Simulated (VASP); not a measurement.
# WS2: relaxation of the atoms with PBE

WS2:

```
CELL_PARAMETERS angstrom
3.18000 0.00000 0.00000
-1.59000 2.75396 0.00000
0.00000 0.00000 12.50000
ATOMIC_POSITIONS crystal
W 0.33333 0.66667 0.25000
W 0.66667 0.33333 0.75000
S 0.33333 0.66667 0.62500
S 0.66667 0.33333 0.12500
S 0.33333 0.66667 0.87500
S 0.66667 0.33333 0.37500
```

```
Program                : VASP 6.6.1
Task                   : relaxation of the atoms
Functional             : PBE
Potentials or basis    : VASP PAW PBE potentials, release 64 (W_sv, S)
Cutoff                 : 520 eV
k mesh                 : 12 × 12 × 3
Occupations            : gaussian, width 0.01 eV
Spin                   : no spin polarisation
Dipole correction      : no
Further INCAR settings : ALGO = Normal; EDIFF = 1e-07; IBRION = 2; EDIFFG = -0.001; NSW = 60
```

```yaml
Energy_gained_by_relaxing: 0.3 meV/atom
Ionic_steps: 3
Pressure_after_relaxing: 1.6 GPa
Band_gap_on_the_k_mesh: 1.06 eV (least direct gap 1.76 eV)
```

Stress tensor (GPa, compression positive):
```
1.20 0.00 0.00
0.00 1.20 0.00
0.00 0.00 2.32
```

The path:
| step | energy change (eV) | largest force (eV/Å) | pressure (GPa) |
| --- | --- | --- | --- |
| 1 | 0.0000 | 0.1325 | 2.23 |
| 2 | -0.0017 | 0.0021 | 1.59 |
| 3 | -0.0017 | 0.0000 | 1.57 |

Final structure:
```
CELL_PARAMETERS angstrom
3.18000 0.00000 0.00000
-1.59000 2.75396 0.00000
0.00000 0.00000 12.50000
ATOMIC_POSITIONS crystal
W 0.33333 0.66667 0.25000
W 0.66667 0.33333 0.75000
S 0.33333 0.66667 0.62448
S 0.66667 0.33333 0.12448
S 0.33333 0.66667 0.87552
S 0.66667 0.33333 0.37552
```

Levels at points of the mesh, in eV from the valence-band top:
```csv
k point,band 22,band 23,band 24,band 25,band 26,band 27,band 28,band 29,band 30,band 31
"(0.00, 0.00, 0.00)",-2.20,-2.20,-1.56,-1.09,0.00,2.27,2.27,2.28,2.28,2.35
"(0.50, 0.00, 0.00)",-2.70,-1.97,-1.80,-1.64,-1.48,2.24,2.28,2.58,2.81,3.14
```

It took 2.6 min on 1 thread of Intel(R) Xeon(R) Platinum 8488C (Sapphire Rapids) (shared host), peak memory 0.28 GiB.

Caveat: spin-orbit coupling is left out, which moves the levels of the heavy elements; this functional lacks dispersion, which binds layers or chains, so the pressure and a relaxed spacing across them are unreliable. PBE gaps usually lie below the measured ones, often by a third to a half.
